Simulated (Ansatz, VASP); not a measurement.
TiC in VASP and in Ansatz

```
CELL_PARAMETERS angstrom
0.00000 2.16400 2.16400
2.16400 0.00000 2.16400
2.16400 2.16400 0.00000
ATOMIC_POSITIONS crystal
Ti 0.01040 0.01040 0.98960
C 0.50000 0.50000 0.50000
```

Change from the starting cell: one atom moved.

Alike in both runs: task single point; functional PBEsol; k mesh 14 × 14 × 14; occupations gaussian, width 0.1 eV; no spin polarisation.

```csv
,VASP,Ansatz
version,VASP 6.6.1,Ansatz 0.2.0
potentials or method,"VASP PAW PBE potentials, release 64 (Ti_sv, C), cutoff 520 eV","scalar-relativistic, plane waves, PAW"
valence electrons in the cell,16,16
```

|  | VASP | Ansatz | Ansatz less VASP |
| --- | --- | --- | --- |
| gap on the k mesh at the Fermi level (eV) | none | none | - |
| pressure (GPa) | -5.7 | -5.9 | -0.24 |
| traceless stress, the component that is largest in VASP (GPa) | 0.35 | 0.35 | -0.003 |
| rms of the force components (eV/Å) | 0.244 | 0.244 | -0.0004 |

VASP's potentials were made for PBE, not for PBEsol. Atom by atom the forces differ by 0.000 eV/Å (rms over components). A gap of «none» marks a metal or a gap that the smearing closes. With one functional, cell and mesh, what is left measures potentials, basis and numerics.
